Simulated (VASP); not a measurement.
Wanted: the native input for a VASP 6.6.1 run.

```yaml
Task: single point
Functional: PBEsol
Potentials_or_basis: VASP PAW PBE potentials, release 64 (Ti_sv)
Cutoff: 520 eV
k_mesh: 18 × 18 × 10
Occupations: methfessel-paxton, width 0.05 eV
Spin: no spin polarisation
Dipole_correction: no
Further_INCAR_settings: ALGO = Normal; EDIFF = 1e-06; NBANDS = 19
```

The structure of Ti lies in POSCAR:

```
Ti
1.0
    2.8996592354      0.0000000000      0.0000000000
   -1.4498296177      2.5111785602      0.0000000000
    0.0000000000      0.0000000000      4.5922963529
Ti
2
Direct
    0.3333333333      0.6666666667      0.2500000000
    0.6666666667      0.3333333333      0.7500000000
```

One way to write it, as run:

INCAR

```
SYSTEM = Ti
PREC     = Accurate       ! precision mode
ENCUT    = 520            ! plane-wave cutoff, eV
EDIFF    = 1E-6           ! SCF threshold, eV
ISMEAR   = 1              ! smearing method
SIGMA    = 0.05           ! smearing width, eV
LREAL    = .FALSE.        ! projectors in reciprocal space
LASPH    = .TRUE.         ! aspherical terms in the spheres
NELM     = 60             ! most SCF steps
ALGO     = Normal         ! electronic algorithm
ISIF     = 2              ! what is computed and relaxed
LWAVE    = .FALSE.        ! write WAVECAR
LCHARG   = .FALSE.        ! write CHGCAR
GGA      = PS             ! functional
NBANDS   = 19             ! bands
```

KPOINTS

```
regular mesh
0
G
  18 18 10
  0 0 0
```

Potentials or basis: VASP PAW PBE potentials, release 64 (Ti_sv).

Launch:

```console
$ cat potpaw_PBE.64/Ti_sv/POTCAR > POTCAR
$ mpirun -np 1 vasp_std > vasp.out
```

Results of the run:

```
Pressure               : -0.2 GPa
Band gap on the k mesh : zero (bands 12 and 13 overlap by 1.12 eV)
```

Caveat: the PAW data sets were made with another functional, which shifts forces and pressure a little.

Run time: 2.5 min on 1 thread of Intel Xeon 8259CL, with other jobs on the host, peak memory 0.24 GiB.
